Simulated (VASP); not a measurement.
Here is a VASP 6.6.1 calculation.

Contents of INCAR:

```
PREC = Accurate ; ENCUT = 520
EDIFF = 1E-6 ; ISMEAR = 0
SIGMA = 0.1 ; LREAL = F
LASPH = T ; NELM = 100
ALGO = Normal ; ISIF = 2
LWAVE = F ; LCHARG = T
GGA = PE ; LELF = T
LVHAR = T ; NBANDS = 31
```

The input KPOINTS:

```
regular mesh
0
Gamma
  8 8 8
```

Contents of POSCAR:

```
Hg3P2
1.0
    5.0680612922      0.0000000000      0.0000000000
    0.0000000000      5.0680612922      0.0000000000
    0.0000000000      0.0000000000      5.0680612922
Hg P
3 2
Direct
    0.0000000000      0.5000000000      0.5000000000
    0.5000000000      0.0000000000      0.5000000000
    0.5000000000      0.5000000000      0.0000000000
    0.0000000000      0.0000000000      0.0000000000
    0.5000000000      0.5000000000      0.5000000000
```

Potentials or basis: VASP PAW PBE potentials, release 64 (Hg, P).

Launch:

```sh
$ cat potpaw_PBE.64/Hg/POTCAR potpaw_PBE.64/P/POTCAR > POTCAR
$ mpirun -np 1 vasp_std > vasp.out
```

**Question.** What does it give for the band gap on the k mesh?

**Answer.** Zero (band 23 reaches 2.40 eV, above the bottom of band 24 at 1.96 eV).

**Question.** What does it give for the pressure?

**Answer.** 0.3 GPa.

Caveat: spin-orbit coupling is left out, which moves the levels of the heavy elements.
